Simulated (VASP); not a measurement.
A run of VASP 6.6.1:

Contents of INCAR:

```
PREC     = Accurate       # precision mode
ENCUT    = 520            # plane-wave cutoff, eV
EDIFF    = 1E-6           # SCF threshold, eV
ISMEAR   = 0              # smearing method
SIGMA    = 0.02           # smearing width, eV
LREAL    = False          # projectors in reciprocal space
LASPH    = True           # aspherical terms in the spheres
NELM     = 80             # most SCF steps
ALGO     = Normal         # electronic algorithm
ISIF     = 2              # what is computed and relaxed
LWAVE    = False          # write WAVECAR
LCHARG   = False          # write CHGCAR
NBANDS   = 23             # bands
```

File KPOINTS:

```
regular mesh
0
Gamma
  6 6 4
```

The input POSCAR:

```
KNaICl
1.0
    4.3204478870      0.0000000000      0.0000000000
    0.0000000000      4.3204478870      0.0000000000
    0.0000000000      0.0000000000      6.4994237378
K Na I Cl
1 1 1 1
Direct
    0.5000000000      0.5000000000      0.5000000000
    0.0000000000      0.0000000000      0.0000000000
    0.5000000000      0.5000000000      0.0000000000
    0.0000000000      0.0000000000      0.5000000000
```

Potentials or basis: VASP PAW LDA potentials, release 64 (K_sv, Na_pv, I, Cl).

Command:

```console
$ cat potpaw_LDA.64/K_sv/POTCAR potpaw_LDA.64/Na_pv/POTCAR potpaw_LDA.64/I/POTCAR potpaw_LDA.64/Cl/POTCAR > POTCAR
$ mpirun -np 1 vasp_std > vasp.out
```

Hardware: 1 thread of Intel(R) Xeon(R) Platinum 8488C (Sapphire Rapids), with other jobs on the host.

Estimate the wall time of this run.

It took 49 s on 1 thread of Intel(R) Xeon(R) Platinum 8488C (Sapphire Rapids), with other jobs on the host, peak memory 0.24 GiB. Counts: scf iterations 14, k points 30.
